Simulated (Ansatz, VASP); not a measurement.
# ZnSe: VASP beside Ansatz

```xyz
4
Lattice="3.8967 0.0000 0.0000 0.0000 3.8967 0.0000 0.0000 0.0000 5.3510" Properties=species:S:1:pos:R:3 pbc="T T T"
Zn    0.0000    0.0000    0.0000
Zn    1.9484    1.9484    0.0000
Se    0.0000    1.9484    1.5317
Se    1.9484    0.0000    3.8192
```

Alike in both runs: task single point; functional PBEsol; k mesh 8 × 8 × 6; occupations gaussian, width 0.05 eV; no spin polarisation.

|  | VASP | Ansatz |
| --- | --- | --- |
| version | VASP 6.6.1 | Ansatz 0.2.0 |
| potentials or method | VASP PAW PBE potentials, release 64 (Zn, Se), cutoff 520 eV | scalar-relativistic, plane waves, PAW |
| valence electrons in the cell | 36 | 56 |

|  | VASP | Ansatz | Ansatz less VASP |
| --- | --- | --- | --- |
| gap on the k mesh at the Fermi level (eV) | 1.54 | 1.53 | -0.010 |
| least direct gap on the mesh (eV) | 1.54 | 1.53 | -0.010 |
| pressure (GPa) | 3.7 | 3.3 | -0.36 |
| traceless stress, the component that is largest in VASP (GPa) | -1.79 | -1.83 | -0.031 |
| rms of the force components (eV/Å) | 0.009 | 0.016 | +0.0068 |

VASP's potentials were made for PBE, not for PBEsol, and Ansatz warns of the same on its side. Atom by atom the forces differ by 0.025 eV/Å (rms over components). VASP's potentials hold 36 valence electrons a cell and Ansatz's 56, so a difference there can come from the potentials and not from the codes.
